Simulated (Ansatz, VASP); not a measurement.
# One calculation of Ba, two programs

POSCAR

```
Ba
1.0
    0.0000000000      3.2326650028      3.2326650028
    3.2326650028      0.0000000000      3.2326650028
    3.2326650028      3.2326650028      0.0000000000
Ba
1
Direct
    0.0000000000      0.0000000000      0.0000000000
```

Contents of INCAR.step1:

```
SYSTEM = Ba
PREC = Accurate
ENCUT = 520
ISMEAR = -1
SIGMA = 0.05
LREAL = .False.
LASPH = .True.
NELM = 100
NBANDS = 11
GGA = PE
ALGO = Normal
EDIFF = 1E-4
LWAVE = .True.
LCHARG = .False.
```

INCAR.step2

```
SYSTEM = Ba
PREC = Accurate
ENCUT = 520
EDIFF = 1E-8
ISMEAR = -1
SIGMA = 0.05
LREAL = .False.
LASPH = .True.
NELM = 100
ALGO = Normal
ISIF = 2
LWAVE = .False.
LCHARG = .False.
METAGGA = R2SCAN
LMIXTAU = .True.
LEFG = .True.
NBANDS = 11
ISTART = 1
```

File KPOINTS:

```
regular mesh
0
Gamma
  9 9 9
  0 0 0
```

Input for Ansatz:

```yaml
crystal:
  lattice:
    - [0.0, 3.2326650028, 3.2326650028]
    - [3.2326650028, 0.0, 3.2326650028]
    - [3.2326650028, 3.2326650028, 0.0]
  atoms:
    - { symbol: Ba, position: [0.0, 0.0, 0.0] }
kpoints:
  mp_grid: { grid: [9, 9, 9] }
  band_path:
    path:
      - [0.0, 0.0, 0.0]
      - [0.5, 0.0, 0.5]
      - [0.625, 0.25, 0.625]
      - [0.375, 0.375, 0.75]
      - [0.0, 0.0, 0.0]
      - [0.5, 0.5, 0.5]
      - [0.5, 0.25, 0.75]
      - [0.5, 0.0, 0.5]
    npoints: 14
scf:
  occupations: { method: fermi_dirac, width: 0.05 }
hamiltonian:
  xc: r2scan
  pseudopotentials: { kind: paw }
output:
  forces: true
  stress: true
  eigenvalues: true
  efg: { contact_densities: true }
  populations: true
  bader: true
  dos: { projected: true, de: 0.2, e_range: [-14, 8] }
  write_density: true
  write_potential: true
  elf: true
  volumetric_format: npy
```

Alike in both runs: task electric field gradients; functional r2SCAN; k mesh 9 × 9 × 9; occupations fermi-dirac, width 0.05 eV; no spin polarisation.

```csv
,VASP,Ansatz
version,VASP 6.6.1,Ansatz 0.2.0
potentials or method,"VASP PAW PBE potentials, release 64 (Ba_sv)","PAW with Ansatz's default frozen-core files, scalar-relativistic"
plane-wave cutoff (eV),520,500
valence electrons in the cell,10,10
```

```tsv
	VASP	Ansatz	Ansatz less VASP
pressure (GPa)	-0.1	-0.1	-0.04
```

VASP's potentials were made for PBE, not for r2SCAN. The functional is the same, so the differences come from potentials, cutoffs and numerics.

Spin-orbit coupling is off throughout.
